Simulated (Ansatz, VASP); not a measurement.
SnO2: VASP beside Ansatz

Contents of INCAR:

```
PREC = Accurate
ENCUT = 520
EDIFF = 1E-7
ISMEAR = 0
SIGMA = 0.05
LREAL = False
LASPH = True
NELM = 60
ALGO = Normal
ISIF = 2
LWAVE = False
LCHARG = False
GGA = PE
NBANDS = 35
```

Contents of KPOINTS:

```
regular mesh
0
Gamma
  6 6 10
```

Contents of POSCAR:

```
SnO2
1.0
    4.9637676955      0.0000000000      0.0000000000
    0.0000000000      4.9637676955      0.0000000000
    0.0000000000      0.0000000000      3.0629096131
Sn O
2 4
Direct
    0.0000000000      0.0000000000      0.0000000000
    0.5000000000      0.5000000000      0.5000000000
    0.3066050867      0.3066050867      0.0000000000
    0.1933949133      0.8066050867      0.5000000000
    0.6933949133      0.6933949133      0.0000000000
    0.8066050867      0.1933949133      0.5000000000
```

Input for Ansatz:

```yaml
crystal:
  lattice:
    - [4.9637676955, 0.0, 0.0]
    - [0.0, 4.9637676955, 0.0]
    - [0.0, 0.0, 3.0629096131]
  atoms:
    - { symbol: Sn, position: [0.0, 0.0, 0.0] }
    - { symbol: Sn, position: [0.5, 0.5, 0.5] }
    - { symbol: O, position: [0.3066050867, 0.3066050867, 0.0] }
    - { symbol: O, position: [0.1933949133, 0.8066050867, 0.5] }
    - { symbol: O, position: [0.6933949133, 0.6933949133, 0.0] }
    - { symbol: O, position: [0.8066050867, 0.1933949133, 0.5] }
basis:
  ecutwfc: 420
kpoints:
  mp_grid: { grid: [6, 6, 10] }
hamiltonian:
  xc: pbe
scf:
  occupations: { method: gaussian, width: 0.05 }
output:
  forces: true
  stress: true
  eigenvalues: true
```

Alike in both runs: task single point; functional PBE; k mesh 6 × 6 × 10; occupations gaussian, width 0.05 eV; no spin polarisation.

```csv
,VASP,Ansatz
version,VASP 6.6.1,Ansatz 0.2.0
potentials or method,"VASP PAW PBE potentials, release 64 (Sn_d, O), cutoff 520 eV","scalar-relativistic, plane waves, PAW"
valence electrons in the cell,52,52
```

|  | VASP | Ansatz | Ansatz less VASP |
| --- | --- | --- | --- |
| gap on the k mesh at the Fermi level (eV) | 1.01 | 1.02 | +0.013 |
| least direct gap on the mesh (eV) | 1.01 | 1.02 | +0.013 |
| pressure (GPa) | 4.7 | 4.1 | -0.63 |
| traceless stress, the component that is largest in VASP (GPa) | 12.66 | 12.36 | -0.307 |
| rms of the force components (eV/Å) | 0.094 | 0.074 | -0.0199 |

Atom by atom the forces differ by 0.020 eV/Å (rms over components).
